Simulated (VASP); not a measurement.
Wanted: the native input for a VASP 6.6.1 run.

| Quantity | Value |
| --- | --- |
| Task | single point |
| Functional | LDA |
| Potentials or basis | VASP PAW LDA potentials, release 64 (Al, Ga_d, N_h) |
| Cutoff | 1330 eV |
| k mesh | 8 × 8 × 6 |
| Occupations | gaussian, width 0.05 eV |
| Spin | no spin polarisation |
| Dipole correction | no |
| Further INCAR settings | ALGO = Normal; EDIFF = 1e-06; NBANDS = 21 |

The structure of AlGaN2 lies in POSCAR:

```
AlGaN2
1.0
    3.1152864692      0.0000000000      0.0000000000
    0.0000000000      3.1152864692      0.0000000000
    0.0000000000      0.0000000000      4.2747219141
Al Ga N
1 1 2
Direct
    0.5000000000      0.5000000000      0.5000000000
    0.0000000000      0.0000000000      0.0000000000
    0.5000000000      0.0000000000      0.7400513246
    0.0000000000      0.5000000000      0.2599486754
```

This cell differs from its parent crystal: strain +0.000 along x and y, -0.025 along z.

One way to write it, as run:

INCAR

```
PREC = Accurate ; ENCUT = 1330
EDIFF = 1E-6 ; ISMEAR = 0
SIGMA = 0.05 ; LREAL = False
LASPH = True ; NELM = 120
ALGO = Normal ; ISIF = 2
LWAVE = False ; LCHARG = False
NBANDS = 21 ; GGA_COMPAT = False
```

KPOINTS

```
Automatic mesh
0
Gamma
  8 8 6
```

Potentials or basis: VASP PAW LDA potentials, release 64 (Al, Ga_d, N_h).

The run is started by

```bash
$ cat potpaw_LDA.64/Al/POTCAR potpaw_LDA.64/Ga_d/POTCAR potpaw_LDA.64/N_h/POTCAR > POTCAR
$ mpirun -np 1 vasp_std > vasp.out
```

Results of the run:

```
Pressure               : 6.3 GPa
Largest force          : 0.086 eV/Å
Band gap on the k mesh : 3.29 eV
```

Caveat: the cell differs from its parent crystal (strain +0.000 along x and y, -0.025 along z); the cell stands under pressure.

Run time: 110 s on 1 thread of Intel(R) Xeon(R) Platinum 8488C (Sapphire Rapids) (shared host), peak memory 0.37 GiB.
